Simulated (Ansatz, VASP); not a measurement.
Given: the input of a run of Ansatz 0.2.0 on WC.

The input input.yaml:

```yaml
crystal:
  lattice:
    - [2.9065, 0.0, 0.0]
    - [-1.45325, 2.5171028361, 0.0]
    - [0.0, 0.0, 2.8366]
  atoms:
    - { symbol: W, position: [0.0, 0.0, 0.0] }
    - { symbol: C, position: [0.6666666667, 0.3333333333, 0.5] }
kpoints:
  mp_grid: { grid: [10, 10, 9] }
scf:
  occupations: { method: fermi_dirac, width: 0.05 }
hamiltonian:
  xc: revpbe
  dispersion: d3bj
  pseudopotentials: { kind: all_electron, lapw: { basis_error: 0.001 } }
output:
  forces: true
  stress: true
relax:
  f_tol: 0.01
  max_steps: 60
  cell: {}
```

Potentials or basis: all-electron LAPW, scalar-relativistic.

Launch:

```sh
$ ansatz run input.yaml --threads 1 --pin off --max-ram 3072MiB --backend cpu --events-out ev --progress --plain --runs-dir out
```

Task: Set up the same calculation for VASP 6.6.1. Potentials there: VASP PAW PBE potentials, release 64 (W_sv, C).

Result: As run (the cutoff follows the program's own potentials):

Contents of INCAR:

```
PREC = Accurate
ENCUT = 600
EDIFF = 1E-7
ISMEAR = -1
SIGMA = 0.05
LREAL = False
LASPH = True
NELM = 60
ALGO = Normal
ISIF = 3
LWAVE = False
LCHARG = False
GGA = RE
IVDW = 12
IBRION = 2
NSW = 80
EDIFFG = -0.01
```

KPOINTS

```
regular mesh
0
Gamma
  10 10 9
```

POSCAR

```
WC
1.0
    2.9065000000      0.0000000000      0.0000000000
   -1.4532500000      2.5171028361      0.0000000000
    0.0000000000      0.0000000000      2.8366000000
W C
1 1
Direct
    0.0000000000      0.0000000000      0.0000000000
    0.6666666667      0.3333333333      0.5000000000
```

Potentials or basis: VASP PAW PBE potentials, release 64 (W_sv, C).

Run with:

```sh
$ cat potpaw_PBE.64/W_sv/POTCAR potpaw_PBE.64/C/POTCAR > POTCAR
$ mpirun -np 1 vasp_std > vasp.out
```

Both were run:

|  | VASP | Ansatz | Ansatz less VASP |
| --- | --- | --- | --- |
| relaxed volume (Å³/atom) | 10.27 | 10.25 | -0.022 |
| relaxed cell length with the largest relative difference (Å) | 2.829 | 2.826 | -0.0023 |

VASP's potentials were made for PBE, not for revPBE. Ansatz ran all-electron here, and VASP with PAW potentials.

Neither program's run includes spin-orbit coupling.
